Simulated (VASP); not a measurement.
## Ti: relaxation of cell and atoms with r2SCAN

Ti:

```
Ti
1.0
     0.00000    2.06500    2.06500
     2.06500    0.00000    2.06500
     2.06500    2.06500    0.00000
Ti
1
Direct
  0.00000 0.00000 0.00000
```

This isn't the form of Ti at room conditions, which is hcp.

```
Program                : VASP 6.6.1
Task                   : relaxation of cell and atoms
Functional             : r2SCAN
Potentials or basis    : VASP PAW PBE potentials, release 64 (Ti_sv)
Cutoff                 : 550 eV
k mesh                 : 19 × 19 × 19
Occupations            : fermi-dirac, width 0.1 eV
Spin                   : no spin polarisation
Dipole correction      : no
Further INCAR settings : ALGO = Normal; EDIFF = 1e-07; IBRION = 2; EDIFFG = -0.02; NSW = 80; ISIF = 3
```

```yaml
Relaxed_volume: 17.46 Å³/atom
Relaxed_cell: a = 2.912 Å, b = 2.912 Å, c = 2.912 Å, α = 60.00°, β = 60.00°, γ = 60.00°
Space_group_after_relaxing_to_0.1_Å: Fm-3m (No. 225)
Energy_gained_by_relaxing: 0.4 meV/atom
Ionic_steps: 3
Pressure_after_relaxing: 0.0 GPa
Band_gap_on_the_k_mesh: zero (bands 6 and 7 overlap by 1.34 eV)
```

The path:
| step | energy change (eV) | largest force (eV/Å) | pressure (GPa) | volume (Å³) |
| --- | --- | --- | --- | --- |
| 1 | 0.0000 | 0.0000 | -0.94 | 17.61 |
| 2 | -0.0002 | 0.0000 | 0.73 | 17.35 |
| 3 | -0.0004 | 0.0000 | -0.01 | 17.46 |

Final structure:
```
Ti
1.0
     0.00000    2.05907    2.05907
     2.05907    0.00000    2.05907
     2.05907    2.05907    0.00000
Ti
1
Direct
  0.00000 0.00000 0.00000
```

Levels at points of the mesh, in eV from the Fermi level:
```
           k point  band 2  band 3  band 4  band 5  band 6  band 7  band 8  band 9  band 10
(0.00, 0.00, 0.00)  -33.86  -33.86  -33.86   -6.46    1.00    1.00    1.00    2.79     2.79
```

Wall time 10 min on 1 thread of AMD EPYC 7R13 Processor (Zen 3) (shared host), peak memory 0.15 GiB.

Caveat: the PAW data sets were made with another functional, which shifts forces and pressure a little.
